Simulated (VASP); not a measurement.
# BaTiO3 (R-3m) in VASP: notebook

Runs on BaTiO3. Level: PBE. Tasks: single point.

All numbers are computed with VASP 6.6.1; they aren't measurements. Logs are shortened: lines on timing, memory, paths and dates and some standing lists are left out, and cuts for length are marked.

### Step 1. The cell of the first run

It takes space group R-3m (No. 166, trigonal). The conventional cell has a = 5.724 Å, b = 5.724 Å, c = 6.802 Å, α = 90.00°, β = 90.00°, γ = 120.00°. Within 3.7 Å of Ba (site symmetry -3m) lie 12 O at 2.81 to 2.86 Å and 8 Ti at 3.40 to 3.49 Å. Ti (site symmetry -3m) has 6 O at 2.00 Å within 2.7 Å. O (site symmetry 2/m) has 2 Ti at 2.00 Å and 4 Ba at 2.81 to 2.86 Å and 8 O at 2.81 to 2.86 Å within 2.9 Å.

### Step 2. Single point, PBE (equal xy, yz and zx shear strains of -2 %)

Contents of INCAR:

```
PREC = Accurate
ENCUT = 520
EDIFF = 1E-7
ISMEAR = -1
SIGMA = 0.05
LREAL = F
LASPH = T
NELM = 100
ALGO = Normal
ISIF = 2
LWAVE = F
LCHARG = F
GGA = PE
NBANDS = 28
```

Contents of KPOINTS:

```
Automatic mesh
0
Gamma
  8 8 8
```

Contents of POSCAR:

```
BaTiO3
1.0
    4.0073000000     -0.0400730000     -0.0400730000
   -0.0400730000      4.0073000000     -0.0400730000
   -0.0400730000     -0.0400730000      4.0073000000
Ba Ti O
1 1 3
Direct
    0.5000000000      0.5000000000      0.5000000000
    0.0000000000      0.0000000000      0.0000000000
    0.5000000000      0.0000000000      0.0000000000
    0.0000000000      0.5000000000      0.0000000000
    0.0000000000      0.0000000000      0.5000000000
```

Potentials or basis: VASP PAW PBE potentials, release 64 (Ba_sv, Ti_sv, O).

On the command line:

```console
cat potpaw_PBE.64/Ba_sv/POTCAR potpaw_PBE.64/Ti_sv/POTCAR potpaw_PBE.64/O/POTCAR > POTCAR
mpirun -np 1 vasp_std > vasp.out
```

OUTCAR:

```text
PREC = Accurate
   ENCUT = 520
   EDIFF = 1E-7
   ISMEAR = -1
   LREAL = F
   LASPH = T
   NELM = 100
   ISIF = 2
   GGA = PE

 ion  position               nearest neighbor table
   1  0.500  0.500  0.500-   3 2.81   4 2.81   5 2.81   3 2.81   4 2.81   5 2.81   5 2.86   3 2.86
                             4 2.86   5 2.86   4 2.86   3 2.86   2 3.40   2 3.40   2 3.49   2 3.49
   2  0.000  0.000  0.000-   3 2.00   4 2.00   5 2.00   5 2.00   4 2.00   3 2.00   1 3.40   1 3.40
                             1 3.49   1 3.49   1 3.49   1 3.49   1 3.49   1 3.49
   3  0.500  0.000  0.000-   2 2.00   2 2.00   1 2.81   1 2.81   1 2.86   1 2.86
   4  0.000  0.500  0.000-   2 2.00   2 2.00   1 2.81   1 2.81   1 2.86   1 2.86
   5  0.000  0.000  0.500-   2 2.00   2 2.00   1 2.81   1 2.81   1 2.86   1 2.86

  LATTYP: Found a trigonal (rhomboedric) cell.
 ALAT       =     4.0077007100
 COS(alpha) =    -0.0198960208

  Lattice vectors:

 A1 = (   4.0073000000,  -0.0400730000,  -0.0400730000)
 A2 = (  -0.0400730000,   4.0073000000,  -0.0400730000)
 A3 = (  -0.0400730000,  -0.0400730000,   4.0073000000)

Analysis of symmetry for initial positions (statically):
=====================================================================
 Subroutine PRICEL returns:
 Original cell was already a primitive cell.

 Routine SETGRP: Setting up the symmetry group for a
 trigonal (rhombohedral) supercell.

 Subroutine GETGRP returns: Found 12 space group operations
 (whereof 12 operations were pure point group operations)
 out of a pool of 12 trial point group operations.

The static configuration has the point symmetry D_3d.

Analysis of symmetry for dynamics (positions and initial velocities):
=====================================================================
 Subroutine PRICEL returns:
 Original cell was already a primitive cell.

 Routine SETGRP: Setting up the symmetry group for a
 trigonal (rhombohedral) supercell.

 Subroutine GETGRP returns: Found 12 space group operations
 (whereof 12 operations were pure point group operations)
 out of a pool of 12 trial point group operations.

The dynamic configuration has the point symmetry D_3d.

 Subroutine INISYM returns: Found 12 space group operations
 (whereof 12 operations are pure point group operations),
 and found     1 'primitive' translations

----------------------------------------------------------------------------------------

                                     Primitive cell

  volume of cell :      64.3316

  direct lattice vectors                    reciprocal lattice vectors
     4.007300000 -0.040073000 -0.040073000     0.249595004  0.002521162  0.002521162
    -0.040073000  4.007300000 -0.040073000     0.002521162  0.249595004  0.002521162
    -0.040073000 -0.040073000  4.007300000     0.002521162  0.002521162  0.249595004

  length of vectors
     4.007700710  4.007700710  4.007700710     0.249620469  0.249620469  0.249620469

  position of ions in fractional coordinates (direct lattice)
     0.500000000  0.500000000  0.500000000
     0.000000000  0.000000000  0.000000000
     0.500000000  1.000000000  1.000000000
     1.000000000  0.500000000  1.000000000
     1.000000000  1.000000000  0.500000000

  ion indices of the primitive-cell ions
   primitive index   ion index
                 1           1
                 2           2
                 3           3
                 4           4
                 5           5

----------------------------------------------------------------------------------------

 KPOINTS: Automatic mesh

Automatic generation of k-mesh.
 Grid dimensions read from file:
 generate k-points for:    8    8    8

 Generating k-lattice:

  Cartesian coordinates                     Fractional coordinates (reciprocal lattice)
     0.031199376  0.000315145  0.000315145     0.125000000 -0.000000000 -0.000000000
     0.000315145  0.031199376  0.000315145    -0.000000000  0.125000000 -0.000000000
     0.000315145  0.000315145  0.031199376    -0.000000000 -0.000000000  0.125000000

  Length of vectors
     0.031202559  0.031202559  0.031202559

  Shift w.r.t. Gamma in fractional coordinates (k-lattice)
     0.000000000  0.000000000  0.000000000

 Subroutine IBZKPT returns following result:
 ===========================================

 Found     65 irreducible k-points:

 Following reciprocal coordinates:
            Coordinates               Weight
  0.000000  0.000000  0.000000      1.000000
  0.125000  0.000000  0.000000      6.000000
  0.250000  0.000000  0.000000      6.000000
  0.375000  0.000000  0.000000      6.000000
  0.500000  0.000000  0.000000      3.000000
  0.125000  0.125000 -0.000000      6.000000
[... 16 lines left out ...]
  0.250000  0.125000  0.125000      6.000000
  0.375000  0.125000  0.125000      6.000000
 [... further k-points ...]
   k-points           NKPTS =     65   k-points in BZ     NKDIM =     65   number of bands    NBANDS=     28
   number of dos      NEDOS =    301   number of ions     NIONS =      5
   total plane-waves  NPLWV =  27000
   dimension x,y,z NGX =    30 NGY =   30 NGZ =   30
   dimension x,y,z NGXF=    60 NGYF=   60 NGZF=   60
   ions per type =               1   1   3
   NGX,Y,Z   is equivalent  to a cutoff of  12.44, 12.44, 12.44 a.u.
   NGXF,Y,Z  is equivalent  to a cutoff of  24.89, 24.89, 24.89 a.u.
 SYSTEM =  unknown system
   PREC   = accura    normal or accurate (medium, high low for compatibility)
   ISTART =      0    job   : 0-new  1-cont  2-samecut
   ICHARG =      2    charge: 1-file 2-atom 10-const
   ISPIN  =      1    spin polarized calculation?
   LNONCOLLINEAR =      F non collinear calculations
   LSORBIT =      F    spin-orbit coupling
   LASPH  =      T    aspherical Exc in radial PAW
   ENCUT  =  520.0 eV  38.22 Ry    6.18 a.u.   7.45  7.45  7.45*2*pi/ulx,y,z
   NELM   =    100;   NELMIN=  2; NELMDL= -5     # of ELM steps
   EDIFF  = 0.1E-06   stopping-criterion for ELM
   LREAL  =      F    real-space projection
   EDIFFG = 0.1E-05   stopping-criterion for IOM
   NSW    =      0    number of steps for IOM
   IBRION =     -1    ionic relax: 0-MD 1-quasi-New 2-CG
   NFREE  =      0    steps in history (QN), initial steepest desc. (CG)
   ISIF   =      2    stress and relaxation
   ISYM   =      2    0-nonsym 1-usesym 2-fastsym
   POTIM  = 0.5000    time-step for ionic-motion
   TEBEG  =    0.0;   TEEND  =   0.0 temperature during run
   PSTRESS=    0.0 pullay stress
   NELECT =      40.0000    total number of electrons
   NUPDOWN=      -1.0000    fix difference up-down
   EMIN   =  10.00;   EMAX   =-10.00  energy-range for DOS
   EFERMI =   0.00;   METHOD = LEGACY
   ISMEAR =    -1;   SIGMA  =   0.05  broadening in eV -4-tet -1-fermi 0-gaus
   EFERMI_NEDOS =   21; number of points for ismear=-14 and -15
   IALGO  =     38    algorithm
   IMIX   =      4    mixing-type and parameters
     AMIX     =   0.40;   BMIX     =  1.00
     AMIX_MAG =   1.60;   BMIX_MAG =  1.00
  volume/ion in A,a.u.               =      12.87        86.83
  Fermi-wavevector in a.u.,A,eV,Ry     =   1.397290  2.640496 26.564296  1.952421
  Thomas-Fermi vector in A             =   2.520561
   LORBIT       =      0    0 simple, 1 ext, 2 COOP (PROOUT), +10 PAW based schemes
   GGA     = PE    functional components
   LHFCALC =     F    Hartree Fock is set to
   AEXX    =    0.0000 exact exchange contribution
   IVDW    =     0    specifies the selected vdW correction
   LEPSILON=     F    determine dielectric tensor
   LRPA    =     F    only Hartree local field effects (RPA)
 non-spin polarized calculation
  energy-cutoff  :      520.00
  volume of cell :       64.33
 maximum number of plane-waves:      1759
 NGX is ok and might be reduce to    30
   NGX = 15   NGY = 15   NGZ = 15

 number of electron      39.9999970 magnetization

 Free energy of the ion-electron system (eV)
  ---------------------------------------------------
  ext. energy  EPLUGINS =         0.00000000
  ---------------------------------------------------
  free energy    TOTEN  =       -39.94131643 eV

  energy without entropy =      -39.94131642  energy(sigma->0) =      -39.94131642

 E-fermi :   4.6903     XC(G=0): -11.2424

 val. band max:        3.8434396801   @ k =   0.5000   0.5000   0.5000
 cond. band min:       5.4714392704   @ k =   0.0000   0.0000   0.0000
 fundamental gap:      1.6279995903
 Fermi energy:         4.6902813704

 k-point     1 :       0.0000    0.0000    0.0000
  band No.  band energies     occupation
      1     -52.8451      2.00000
      2     -29.0724      2.00000
      3     -29.0452      2.00000
      4     -29.0452      2.00000
      5     -21.0130      2.00000
      6     -13.0765      2.00000
[... 20 lines left out ...]
     27       8.8616      0.00000
     28      11.1348      0.00000

 k-point     2 :       0.1250    0.0000    0.0000
  band No.  band energies     occupation
      1     -52.8449      2.00000
      2     -29.0751      2.00000
      3     -29.0497      2.00000
      4     -29.0449      2.00000
      5     -20.9962      2.00000
      6     -13.0836      2.00000
[... 20 lines left out ...]
     27       9.1678      0.00000
     28      11.5040      0.00000

 k-point     3 :       0.2500    0.0000    0.0000
  band No.  band energies     occupation
      1     -52.8446      2.00000
      2     -29.0864      2.00000
      3     -29.0558      2.00000
      4     -29.0442      2.00000
      5     -20.9550      2.00000
      6     -13.1465      2.00000
[... 20 lines left out ...]
     27       9.9734      0.00000
     28      12.1589      0.00000

 k-point     4 :       0.3750    0.0000    0.0000
  band No.  band energies     occupation
      1     -52.8442      2.00000
      2     -29.1017      2.00000
      3     -29.0578      2.00000
      4     -29.0435      2.00000
      5     -20.9130      2.00000
      6     -13.2501      2.00000
[... 20 lines left out ...]
     27      10.9211      0.00000
     28      12.0521      0.00000

 k-point     5 :       0.5000    0.0000    0.0000
  band No.  band energies     occupation
      1     -52.8441      2.00000
      2     -29.1086      2.00000
      3     -29.0582      2.00000
      4     -29.0432      2.00000
      5     -20.8953      2.00000
      6     -13.2992      2.00000
[... 20 lines left out ...]
     27      11.3733      0.00000
     28      12.0088      0.00000

 k-point     6 :       0.1250    0.1250   -0.0000
  band No.  band energies     occupation
      1     -52.8448      2.00000
      2     -29.0774      2.00000
      3     -29.0524      2.00000
      4     -29.0468      2.00000
      5     -20.9795      2.00000
      6     -13.0804      2.00000
[... 463 lines left out ...]
      5     -20.8200      2.00000
      6     -12.7165      2.00000
[... 20 lines left out ...]
     27      12.0068      0.00000
     28      13.6310      0.00000

 k-point    22 :       0.1250    0.1250    0.1250
  band No.  band energies     occupation
      1     -52.8446      2.00000
      2     -29.0794      2.00000
      3     -29.0521      2.00000
      4     -29.0521      2.00000
      5     -20.9631      2.00000
      6     -13.0669      2.00000
[... 20 lines left out ...]
     27       9.7166      0.00000
     28      11.6740      0.00000

 k-point    23 :       0.2500    0.1250    0.1250
  band No.  band energies     occupation
      1     -52.8443      2.00000
      2     -29.0880      2.00000
      3     -29.0607      2.00000
      4     -29.0514      2.00000
      5     -20.9255      2.00000
      6     -13.0720      2.00000
[... 20 lines left out ...]
     27      10.4731      0.00000
     28      11.9802      0.00000

 k-point    24 :       0.3750    0.1250    0.1250
  band No.  band energies     occupation
      1     -52.8439      2.00000
      2     -29.1018      2.00000
      3     -29.0640      2.00000
      4     -29.0507      2.00000
      5     -20.8882      2.00000
      6     -13.1253      2.00000
[... 20 lines left out ...]
     27      11.3240      0.00000
     28      12.4443      0.00000

 [... further k-points ...]

------------------------ aborting loop because EDIFF is reached ----------------------------------------

  FORCE on cell =-STRESS in cart. coord.  units (eV):
  Direction    XX          YY          ZZ          XY          YZ          ZX
  --------------------------------------------------------------------------------------
  -------------------------------------------------------------------------------------
  Total        1.3541229      1.3541229      1.3541229      1.0106401      1.0106401      1.0106401
  in kB       33.7244041     33.7244041     33.7244041     25.1699717     25.1699717     25.1699717
  external PRESSURE =      33.7244041 kB  Pullay stress =       0.0000000 kB

 VOLUME and BASIS-vectors are now :
 -----------------------------------------------------------------------------
  energy-cutoff  :      520.00
  volume of cell :       64.33
      direct lattice vectors                 reciprocal lattice vectors
     4.007300000 -0.040073000 -0.040073000     0.249595004  0.002521162  0.002521162
    -0.040073000  4.007300000 -0.040073000     0.002521162  0.249595004  0.002521162
    -0.040073000 -0.040073000  4.007300000     0.002521162  0.002521162  0.249595004

 POSITION                                       TOTAL-FORCE (eV/Angst)
 -----------------------------------------------------------------------------------
      1.96358      1.96358      1.96358         0.000000     -0.000000      0.000000
      0.00000      0.00000      0.00000        -0.000000     -0.000000      0.000000
      2.00365     -0.02004     -0.02004        -0.000000      0.000000      0.000000
     -0.02004      2.00365     -0.02004        -0.000000     -0.000000      0.000000
     -0.02004     -0.02004      2.00365         0.000000      0.000000      0.000000
 -----------------------------------------------------------------------------------
    total drift:                               -0.000000     -0.000000      0.000000

  FREE ENERGIE OF THE ION-ELECTRON SYSTEM (eV)
  ---------------------------------------------------
  free  energy   TOTEN  =       -39.9413164255 eV

  energy  without entropy=      -39.9413164221  energy(sigma->0) =      -39.94131642
```

Run time: 66 s. Hardware: 1 thread of AMD EPYC 9R45 (Zen 5), shared host; peak memory 0.22 GiB.

Results:

* Free energy: -39.9413 eV
* Pressure: 3.4 GPa
* Band gap on the k mesh: 1.63 eV (least direct gap 1.70 eV)

Stress tensor (GPa, compression positive):
```
3.37 2.52 2.52
2.52 3.37 2.52
2.52 2.52 3.37
```

Levels at points of the mesh, in eV from the valence-band top:
```tsv
k point	band 17	band 18	band 19	band 20	band 21	band 22	band 23	band 24
(0.00, 0.00, 0.00)	-1.08	-0.23	-0.23	-0.07	1.63	1.73	1.73	3.84
(0.50, 0.00, 0.00)	-1.90	-1.81	-0.84	-0.66	1.86	3.42	3.44	3.85
(0.50, 0.50, 0.00)	-1.75	-0.94	-0.87	-0.12	3.41	3.46	3.85	4.69
(0.50, 0.50, 0.50)	-2.32	-0.04	-0.04	0.00	4.05	4.12	4.12	6.53
```

Caveat: the cell differs from its parent crystal (equal xy, yz and zx shear strains of -2 %); the cell stands under pressure; spin-orbit coupling is left out, which moves the levels of the heavy elements. A k mesh can miss the band edges.

### Step 3. Single point, PBE (equal xy, yz and zx shear strains of +1 %)

Contents of INCAR:

```
SYSTEM = BaTiO3
PREC = Accurate
ENCUT = 520
EDIFF = 1E-6
ISMEAR = -1
SIGMA = 0.05
LREAL = .FALSE.
LASPH = .TRUE.
NELM = 80
ALGO = Normal
ISIF = 2
LWAVE = .FALSE.
LCHARG = .TRUE.
GGA = PE
LELF = .TRUE.
LVHAR = .TRUE.
NBANDS = 28
```

Contents of KPOINTS:

```
Automatic mesh
0
G
  8 8 8
  0 0 0
```

Edit POSCAR of step 2 so:

```diff
@@ -2,5 +2,5 @@
 1.0
-    4.0073000000     -0.0400730000     -0.0400730000
-   -0.0400730000      4.0073000000     -0.0400730000
-   -0.0400730000     -0.0400730000      4.0073000000
+    4.0073000000      0.0200365000      0.0200365000
+    0.0200365000      4.0073000000      0.0200365000
+    0.0200365000      0.0200365000      4.0073000000
 Ba Ti O
```

Potentials or basis: VASP PAW PBE potentials, release 64 (Ba_sv, Ti_sv, O).

On the command line:

```console
cat potpaw_PBE.64/Ba_sv/POTCAR potpaw_PBE.64/Ti_sv/POTCAR potpaw_PBE.64/O/POTCAR > POTCAR
mpirun -np 1 vasp_std > vasp.out
```

Wall time 58 s (1 thread of AMD EPYC 9R45 (Zen 5), shared host); peak memory 0.22 GiB.

The run converged. Its results:

- Free energy: -39.9646 eV
- Pressure: 3.3 GPa
- Band gap on the k mesh: 1.71 eV (least direct gap 1.84 eV)

Stress tensor (GPa, compression positive):
```
 3.26 -1.24 -1.24
-1.24  3.26 -1.24
-1.24 -1.24  3.26
```

Levels at points of the mesh, in eV from the valence-band top:
```
           k point  band 16  band 17  band 18  band 19  band 20  band 21  band 22  band 23  band 24  band 25
(0.00, 0.00, 0.00)    -1.11    -1.06    -0.22    -0.13    -0.13     1.71     1.71     1.76     3.87     3.87
(0.50, 0.00, 0.00)    -1.92    -1.86    -1.81    -0.77    -0.68     1.89     3.45     3.47     3.88     5.88
(0.50, 0.50, 0.00)    -2.67    -1.73    -0.90    -0.86    -0.10     3.45     3.47     3.88     4.72     7.62
(0.50, 0.50, 0.50)    -2.39    -2.39    -0.02     0.00     0.00     4.12     4.12     4.15     6.66     6.66
```

Caveat: the cell differs from its parent crystal (equal xy, yz and zx shear strains of +1 %); the cell stands under pressure; spin-orbit coupling is left out, which moves the levels of the heavy elements. A k mesh can miss the band edges.

(Part 1 of 2 ends here.)
